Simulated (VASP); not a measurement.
Here is a VASP 6.6.1 calculation.

The input INCAR:

```
ALGO     = Normal         # electronic algorithm
EDIFF    = 1E-6           # SCF threshold, eV
ENCUT    = 520            # plane-wave cutoff, eV
GGA      = PE             # functional
ISIF     = 2              # what is computed and relaxed
ISMEAR   = 0              # smearing method
IVDW     = 12             # dispersion correction
LASPH    = True           # aspherical terms in the spheres
LCHARG   = True           # write CHGCAR
LELF     = True           # ELF
LREAL    = False          # projectors in reciprocal space
LVHAR    = True         
LWAVE    = False          # write WAVECAR
NBANDS   = 14             # bands
NELM     = 100            # most SCF steps
PREC     = Accurate       # precision mode
SIGMA    = 0.15           # smearing width, eV
```

Contents of KPOINTS:

```
k-points
0
Gamma
  18 18 6
```

The input POSCAR:

```
Al
1.0
    2.8910011655      0.0000000000      0.0000000000
   -1.4455005828      2.5036804517      0.0000000000
    0.0000000000      0.0000000000      8.7608899320
Al
4
Direct
    0.0000000000      0.0000000000      0.0000000000
    0.3333333333      0.6666666667      0.2500000000
    0.0000000000      0.0000000000      0.5000000000
    0.6666666667      0.3333333333      0.7500000000
```

Potentials or basis: VASP PAW PBE potentials, release 64 (Al).

Run with:

```bash
$ cat potpaw_PBE.64/Al/POTCAR > POTCAR
$ mpirun -np 1 vasp_std > vasp.out
```

Problem. Predict the dispersion energy per atom.

Solution. -0.351 eV.

Problem. Predict the band gap on the k mesh.

Solution. Zero (bands 6 and 7 overlap by 6.88 eV).

Problem. Estimate the pressure.

Solution. 0.6 GPa.

Stress tensor (GPa, compression positive):
```
-1.44  0.00  0.00
 0.00 -1.44  0.00
 0.00  0.00  4.81
```

Caveat: the stress differs along the axes, from -1 to 5 GPa.
